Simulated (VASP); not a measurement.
# CsCl (Pm-3m) in VASP: notebook

Runs on CsCl. Level: r2SCAN. Tasks: single point, relaxation of cell and atoms.

Everything below comes from runs of VASP 6.6.1. Logs are shortened: lines on timing, memory, paths and dates and some standing lists are left out, and cuts for length are marked.

## Step 1: The cell of the first run

Symmetry: Pm-3m, No. 221, cubic system. The conventional cell has a = 4.140 Å, b = 4.140 Å, c = 4.140 Å, α = 90.00°, β = 90.00°, γ = 90.00°. Within 4.7 Å of Cs (site symmetry m-3m) lie 8 Cl at 3.59 Å and 6 Cs at 4.14 Å. Within 4.7 Å of Cl (site symmetry m-3m) lie 8 Cs at 3.59 Å and 6 Cl at 4.14 Å.

## Step 2: Single point, r2SCAN

Input file POSCAR:

```
CsCl
1.0
    4.1401746887      0.0000000000      0.0000000000
    0.0000000000      4.1401746887      0.0000000000
    0.0000000000      0.0000000000      4.1401746887
Cs Cl
1 1
Direct
    0.0000000000      0.0000000000      0.0000000000
    0.5000000000      0.5000000000      0.5000000000
```

Input file INCAR.step1:

```
PREC = Accurate
ENCUT = 550
ISMEAR = -1
SIGMA = 0.05
LREAL = False
LASPH = True
NELM = 120
NBANDS = 15
GGA = PE
ALGO = Normal
EDIFF = 1E-5
LWAVE = True
LCHARG = False
GGA_COMPAT = False
```

Input file INCAR.step2:

```
PREC = Accurate
ENCUT = 550
EDIFF = 1E-6
ISMEAR = -1
SIGMA = 0.05
LREAL = False
LASPH = True
NELM = 120
ALGO = Normal
ISIF = 2
LWAVE = False
LCHARG = False
METAGGA = R2SCAN
LMIXTAU = True
NBANDS = 15
ISTART = 1
GGA_COMPAT = False
```

Input file KPOINTS:

```
Automatic mesh
0
Gamma
  8 8 8
```

Potentials or basis: VASP PAW PBE potentials, release 64 (Cs_sv, Cl).

Run with:

```bash
$ cat potpaw_PBE.64/Cs_sv/POTCAR potpaw_PBE.64/Cl/POTCAR > POTCAR
$ cp INCAR.step1 INCAR
$ mpirun -np 1 vasp_std > vasp.out
$ cp INCAR.step2 INCAR
$ mpirun -np 1 vasp_std > vasp.out
```

OUTCAR:

```text
PREC = Accurate
   ENCUT = 550
   EDIFF = 1E-6
   ISMEAR = -1
   LREAL = False
   LASPH = True
   NELM = 120
   ISIF = 2
   METAGGA = R2SCAN
   ISTART = 1

 ion  position               nearest neighbor table
   1  0.000  0.000  0.000-
   2  0.500  0.500  0.500-

  LATTYP: Found a simple cubic cell.
 ALAT       =     4.1401746887

  Lattice vectors:

 A1 = (   4.1401746887,   0.0000000000,   0.0000000000)
 A2 = (   0.0000000000,   4.1401746887,   0.0000000000)
 A3 = (   0.0000000000,   0.0000000000,   4.1401746887)

Analysis of symmetry for initial positions (statically):
=====================================================================
 Subroutine PRICEL returns:
 Original cell was already a primitive cell.

 Routine SETGRP: Setting up the symmetry group for a
 simple cubic supercell.

 Subroutine GETGRP returns: Found 48 space group operations
 (whereof 48 operations were pure point group operations)
 out of a pool of 48 trial point group operations.

The static configuration has the point symmetry O_h .

Analysis of symmetry for dynamics (positions and initial velocities):
=====================================================================
 Subroutine PRICEL returns:
 Original cell was already a primitive cell.

 Routine SETGRP: Setting up the symmetry group for a
 simple cubic supercell.

 Subroutine GETGRP returns: Found 48 space group operations
 (whereof 48 operations were pure point group operations)
 out of a pool of 48 trial point group operations.

The dynamic configuration has the point symmetry O_h .

 Subroutine INISYM returns: Found 48 space group operations
 (whereof 48 operations are pure point group operations),
 and found     1 'primitive' translations

----------------------------------------------------------------------------------------

                                     Primitive cell

  volume of cell :      70.9669

  direct lattice vectors                    reciprocal lattice vectors
     4.140174689  0.000000000  0.000000000     0.241535702  0.000000000  0.000000000
     0.000000000  4.140174689  0.000000000     0.000000000  0.241535702  0.000000000
     0.000000000  0.000000000  4.140174689     0.000000000  0.000000000  0.241535702

  length of vectors
     4.140174689  4.140174689  4.140174689     0.241535702  0.241535702  0.241535702

  position of ions in fractional coordinates (direct lattice)
     0.000000000  0.000000000  0.000000000
     0.500000000  0.500000000  0.500000000

  ion indices of the primitive-cell ions
   primitive index   ion index
                 1           1
                 2           2

----------------------------------------------------------------------------------------

 KPOINTS: Automatic mesh

Automatic generation of k-mesh.
 Grid dimensions read from file:
 generate k-points for:    8    8    8

 Generating k-lattice:

  Cartesian coordinates                     Fractional coordinates (reciprocal lattice)
     0.030191963  0.000000000  0.000000000     0.125000000  0.000000000  0.000000000
     0.000000000  0.030191963  0.000000000     0.000000000  0.125000000  0.000000000
     0.000000000  0.000000000  0.030191963     0.000000000  0.000000000  0.125000000

  Length of vectors
     0.030191963  0.030191963  0.030191963

  Shift w.r.t. Gamma in fractional coordinates (k-lattice)
     0.000000000  0.000000000  0.000000000

 Subroutine IBZKPT returns following result:
 ===========================================

 Found     35 irreducible k-points:

 Following reciprocal coordinates:
            Coordinates               Weight
  0.000000  0.000000  0.000000      1.000000
  0.125000  0.000000  0.000000      6.000000
  0.250000  0.000000  0.000000      6.000000
  0.375000  0.000000  0.000000      6.000000
  0.500000  0.000000  0.000000      3.000000
  0.125000  0.125000  0.000000     12.000000
[... 16 lines left out ...]
  0.375000  0.375000  0.125000     24.000000
  0.500000  0.375000  0.125000     24.000000
 [... further k-points ...]
   k-points           NKPTS =     35   k-points in BZ     NKDIM =     35   number of bands    NBANDS=     15
   number of dos      NEDOS =    301   number of ions     NIONS =      2
   total plane-waves  NPLWV =  32768
   dimension x,y,z NGX =    32 NGY =   32 NGZ =   32
   dimension x,y,z NGXF=    64 NGYF=   64 NGZF=   64
   ions per type =               1   1
   NGX,Y,Z   is equivalent  to a cutoff of  12.85, 12.85, 12.85 a.u.
   NGXF,Y,Z  is equivalent  to a cutoff of  25.70, 25.70, 25.70 a.u.
 SYSTEM =  unknown system
   PREC   = accura    normal or accurate (medium, high low for compatibility)
   ISTART =      1    job   : 0-new  1-cont  2-samecut
   ICHARG =      0    charge: 1-file 2-atom 10-const
   ISPIN  =      1    spin polarized calculation?
   LNONCOLLINEAR =      F non collinear calculations
   LSORBIT =      F    spin-orbit coupling
   LASPH  =      T    aspherical Exc in radial PAW
   ENCUT  =  550.0 eV  40.42 Ry    6.36 a.u.   7.92  7.92  7.92*2*pi/ulx,y,z
   NELM   =    120;   NELMIN=  2; NELMDL=  0     # of ELM steps
   EDIFF  = 0.1E-05   stopping-criterion for ELM
   LREAL  =      F    real-space projection
[... 7 lines left out ...]
   TEBEG  =    0.0;   TEEND  =   0.0 temperature during run
   PSTRESS=    0.0 pullay stress
   NELECT =      16.0000    total number of electrons
   NUPDOWN=      -1.0000    fix difference up-down
   EMIN   =  10.00;   EMAX   =-10.00  energy-range for DOS
   EFERMI =   0.00;   METHOD = LEGACY
   ISMEAR =    -1;   SIGMA  =   0.05  broadening in eV -4-tet -1-fermi 0-gaus
   EFERMI_NEDOS =   21; number of points for ismear=-14 and -15
   IALGO  =     38    algorithm
   IMIX   =      4    mixing-type and parameters
     AMIX     =   0.40;   BMIX     =  1.00
     AMIX_MAG =   1.60;   BMIX_MAG =  1.00
  volume/ion in A,a.u.               =      35.48       239.45
  Fermi-wavevector in a.u.,A,eV,Ry     =   0.996390  1.882905 13.507777  0.992794
  Thomas-Fermi vector in A             =   2.128475
   LORBIT       =      0    0 simple, 1 ext, 2 COOP (PROOUT), +10 PAW based schemes
   METAGGA = R2SCAN    functional components
   LHFCALC =     F    Hartree Fock is set to
   AEXX    =    0.0000 exact exchange contribution
   IVDW    =     0    specifies the selected vdW correction
   LEPSILON=     F    determine dielectric tensor
   LRPA    =     F    only Hartree local field effects (RPA)
 non-spin polarized calculation
  energy-cutoff  :      550.00
  volume of cell :       70.97
 maximum number of plane-waves:      2103
 NGX is ok and might be reduce to    32
   NGX = 15   NGY = 15   NGZ = 15

 number of electron      16.0000001 magnetization

 Free energy of the ion-electron system (eV)
  ---------------------------------------------------
  ext. energy  EPLUGINS =         0.00000000
  ---------------------------------------------------
  free energy    TOTEN  =       -35.52517573 eV

  energy without entropy =      -35.52517573  energy(sigma->0) =      -35.52517573

 E-fermi :   0.3090     XC(G=0):  -8.6125

 val. band max:       -0.7537625623   @ k =   0.0000   0.0000   0.0000
 cond. band min:       5.1556548368   @ k =   0.0000   0.0000   0.0000
 fundamental gap:      5.9094173991
 Fermi energy:         0.3090047122

 k-point     1 :       0.0000    0.0000    0.0000
  band No.  band energies     occupation
      1     -20.6574      2.00000
      2     -13.4652      2.00000
      3      -6.7749      2.00000
      4      -6.7749      2.00000
      5      -6.7749      2.00000
      6      -0.7538      2.00000
      7      -0.7538      2.00000
      8      -0.7538      2.00000
      9       5.1557      0.00000
     10       5.1557      0.00000
     11       5.2423      0.00000
     12       9.9483      0.00000
     13       9.9483      0.00000
     14       9.9483      0.00000
     15      13.0863      0.00000

 k-point     2 :       0.1250    0.0000    0.0000
  band No.  band energies     occupation
      1     -20.6454      2.00000
      2     -13.4707      2.00000
      3      -6.8603      2.00000
      4      -6.7553      2.00000
      5      -6.7553      2.00000
      6      -0.9511      2.00000
      7      -0.7854      2.00000
      8      -0.7854      2.00000
      9       5.2624      0.00000
     10       5.5069      0.00000
     11       5.6318      0.00000
     12       9.8119      0.00000
     13       9.8119      0.00000
     14      10.0383      0.00000
     15      12.1396      0.00000

 k-point     3 :       0.2500    0.0000    0.0000
  band No.  band energies     occupation
      1     -20.6163      2.00000
      2     -13.4852      2.00000
      3      -7.0523      2.00000
      4      -6.7073      2.00000
      5      -6.7073      2.00000
      6      -1.3724      2.00000
      7      -0.8637      2.00000
      8      -0.8637      2.00000
      9       5.5625      0.00000
     10       6.2971      0.00000
     11       6.7269      0.00000
     12       9.5736      0.00000
     13       9.5736      0.00000
     14      10.2850      0.00000
     15      10.7309      0.00000
[... 343 lines left out ...]
 k-point    23 :       0.3750    0.3750    0.1250
  band No.  band energies     occupation
      1     -20.5155      2.00000
      2     -13.4037      2.00000
      3      -7.3995      2.00000
      4      -7.3284      2.00000
      5      -6.7050      2.00000
      6      -1.3801      2.00000
      7      -1.2210      2.00000
      8      -0.9600      2.00000
      9       6.4369      0.00000
     10       6.5948      0.00000
     11       8.0732      0.00000
     12       8.3145      0.00000
     13       9.6169      0.00000
     14      10.3305      0.00000
     15      12.3108      0.00000

 k-point    24 :       0.5000    0.3750    0.1250
  band No.  band energies     occupation
      1     -20.5049      2.00000
      2     -13.3891      2.00000
      3      -7.4715      2.00000
      4      -7.3860      2.00000
      5      -6.6886      2.00000
      6      -1.3361      2.00000
      7      -1.2779      2.00000
      8      -0.9492      2.00000
      9       6.3664      0.00000
     10       6.4082      0.00000
     11       8.0565      0.00000
     12       8.0732      0.00000
     13      10.1042      0.00000
     14      11.3706      0.00000
     15      12.4913      0.00000

 [... further k-points ...]
[... 5 lines left out ...]
  --------------------------------------------------------------------------------------
  -------------------------------------------------------------------------------------
  Total        0.0180124      0.0180124      0.0180124     -0.0000000     -0.0000000      0.0000000
  in kB        0.4066548      0.4066548      0.4066548     -0.0000000     -0.0000000      0.0000000
  external PRESSURE =       0.4066548 kB  Pullay stress =       0.0000000 kB

 VOLUME and BASIS-vectors are now :
 -----------------------------------------------------------------------------
  energy-cutoff  :      550.00
  volume of cell :       70.97
      direct lattice vectors                 reciprocal lattice vectors
     4.140174689  0.000000000  0.000000000     0.241535702  0.000000000  0.000000000
     0.000000000  4.140174689  0.000000000     0.000000000  0.241535702  0.000000000
     0.000000000  0.000000000  4.140174689     0.000000000  0.000000000  0.241535702

 POSITION                                       TOTAL-FORCE (eV/Angst)
 -----------------------------------------------------------------------------------
      0.00000      0.00000      0.00000         0.000000      0.000000      0.000000
      2.07009      2.07009      2.07009         0.000000      0.000000      0.000000
 -----------------------------------------------------------------------------------
    total drift:                                0.000000      0.000000     -0.000000

  FREE ENERGIE OF THE ION-ELECTRON SYSTEM (eV)
  ---------------------------------------------------
  free  energy   TOTEN  =       -35.5251757300 eV

  energy  without entropy=      -35.5251757298  energy(sigma->0) =      -35.52517573
```

It took 87 s on 1 thread of Intel Xeon Platinum 8259CL at 2.50GHz (Skylake/Cascade Lake), shared host; peak memory 0.2 GiB.

What came out:

| Property | Result |
| --- | --- |
| Free energy | -35.5252 eV |
| Pressure | 0.0 GPa |
| Band gap on the k mesh | 5.91 eV |

Levels at points of the mesh, in eV from the valence-band top:
```
           k point  band 5  band 6  band 7  band 8  band 9  band 10  band 11  band 12
(0.00, 0.00, 0.00)   -6.02    0.00    0.00    0.00    5.91     5.91     6.00    10.70
(0.50, 0.00, 0.00)   -5.88   -1.13   -0.23   -0.23    6.94     8.25     9.57     9.89
(0.50, 0.50, 0.00)   -5.80   -0.43   -0.43   -0.05    6.55     6.64     8.62     8.62
(0.50, 0.50, 0.50)   -6.54   -1.07   -1.07   -1.07    9.13     9.13     9.13    11.24
```

Caveat: the PAW data sets were made with another functional, which shifts forces and pressure a little; spin-orbit coupling is left out, which moves the levels of the heavy elements.

(Continued in part 2 of 2.)
